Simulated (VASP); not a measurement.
Input of a VASP 6.6.1 run:

The input INCAR:

```
PREC = Accurate ; ENCUT = 520
EDIFF = 1E-7 ; ISMEAR = 0
SIGMA = 0.15 ; LREAL = F
LASPH = T ; NELM = 60
ALGO = Normal ; ISIF = 2
LWAVE = F ; LCHARG = T
GGA = PE ; LELF = T
LVHAR = T ; NBANDS = 16
```

The input KPOINTS:

```
Automatic mesh
0
Gamma
  18 18 14
```

Contents of POSCAR:

```
TiB2
1.0
    3.0318048529      0.0000000000      0.0000000000
   -1.5159024265      2.5731076215      0.0000000000
    0.0000000000      0.0000000000      3.2242295241
Ti B
1 2
Direct
    0.0000000000      0.0000000000      0.0000000000
    0.3333333333      0.6666666667      0.5000000000
    0.6666666667      0.3333333333      0.5000000000
```

Potentials or basis: VASP PAW PBE potentials, release 64 (Ti_sv, B).

Command:

```bash
$ cat potpaw_PBE.64/Ti_sv/POTCAR potpaw_PBE.64/B/POTCAR > POTCAR
$ mpirun -np 1 vasp_std > vasp.out
```

(1) Estimate the band gap on the k mesh.

(2) Estimate the largest force.

Answers

(1) zero (bands 9 and 10 overlap by 0.69 eV).

(2) 0.090 eV/Å.

Caveat: the cell differs from its parent crystal (strain -0.0200 x Voigt [0, 1, 0, 0, 0, 0]).
